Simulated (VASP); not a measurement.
Here is a VASP 6.6.1 calculation.

File INCAR:

```
  PREC = Accurate
  ENCUT = 500
  EDIFF = 1E-6
  ISMEAR = -1
  SIGMA = 0.04
  LREAL = False
  LASPH = True
  NELM = 120
  ALGO = Normal
  ISIF = 2
  LWAVE = False
  LCHARG = True
  GGA = PE
  LELF = True
  LVHAR = True
  NBANDS = 19
  GGA_COMPAT = False
```

File KPOINTS:

```
regular mesh
0
Gamma
  6 6 6
```

Contents of POSCAR:

```
HfSi3
1.0
    4.0674960000      0.0000000000      0.0000000000
    0.0000000000      4.0674960000      0.0000000000
    0.0000000000      0.0000000000      4.0674960000
Hf Si
1 3
Direct
    0.0000000000      0.0000000000      0.0000000000
    0.0000000000      0.5000000000      0.5000000000
    0.5000000000      0.0000000000      0.5000000000
    0.5000000000      0.5000000000      0.0000000000
```

Potentials or basis: VASP PAW PBE potentials, release 64 (Hf_pv, Si).

The run is started by

```sh
$ cat potpaw_PBE.64/Hf_pv/POTCAR potpaw_PBE.64/Si/POTCAR > POTCAR
$ mpirun -np 1 vasp_std > vasp.out
```

Q: What does it give for the band gap on the k mesh?

A: Zero (bands 11 and 12 overlap by 1.71 eV).

Q: Estimate the pressure.

A: -6.5 GPa.

Caveat: the cell stands under tension; spin-orbit coupling is left out, which moves the levels of the heavy elements.
